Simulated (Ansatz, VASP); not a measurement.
Two plane-wave programs on TePb

The input INCAR:

```
  PREC = Accurate
  ENCUT = 520
  EDIFF = 1E-6
  ISMEAR = 0
  SIGMA = 0.1
  LREAL = False
  LASPH = True
  NELM = 60
  ALGO = Normal
  ISIF = 2
  LWAVE = False
  LCHARG = False
  GGA = PE
  IVDW = 12
  NBANDS = 17
```

File KPOINTS:

```
Automatic mesh
0
Gamma
  10 10 10
```

Contents of POSCAR:

```
TePb
1.0
    3.9656102864      0.0000000000      0.0000000000
    0.0000000000      3.9656102864      0.0000000000
    0.0000000000      0.0000000000      3.9656102864
Te Pb
1 1
Direct
    0.5000000000      0.5000000000      0.5000000000
    0.0000000000      0.0000000000      0.0000000000
```

Input for Ansatz:

```yaml
crystal:
  lattice:
    - [3.9656102864, 0.0, 0.0]
    - [0.0, 3.9656102864, 0.0]
    - [0.0, 0.0, 3.9656102864]
  atoms:
    - { symbol: Te, position: [0.5, 0.5, 0.5] }
    - { symbol: Pb, position: [0.0, 0.0, 0.0] }
basis:
  ecutwfc: 420
kpoints:
  mp_grid: { grid: [10, 10, 10] }
hamiltonian:
  xc: pbe
  dispersion: d3bj
scf:
  occupations: { method: gaussian, width: 0.1 }
output:
  forces: true
  stress: true
  eigenvalues: true
```

Alike in both runs: task single point; functional PBE; dispersion D3(BJ); k mesh 10 × 10 × 10; occupations gaussian, width 0.1 eV; no spin polarisation.

```csv
,VASP,Ansatz
version,VASP 6.6.1,Ansatz 0.2.0
potentials or method,"VASP PAW PBE potentials, release 64 (Te, Pb_d), cutoff 520 eV","scalar-relativistic, plane waves, PAW"
valence electrons in the cell,20,30
```

```tsv
	VASP	Ansatz	Ansatz less VASP
gap on the k mesh at the Fermi level (eV)	none	none	-
pressure (GPa)	-1.3	-1.2	+0.04
```

A gap of «none» marks a metal or a gap that the smearing closes. VASP's potentials hold 20 valence electrons a cell and Ansatz's 30, so a difference there can come from the potentials and not from the codes.

Spin-orbit coupling is off throughout.
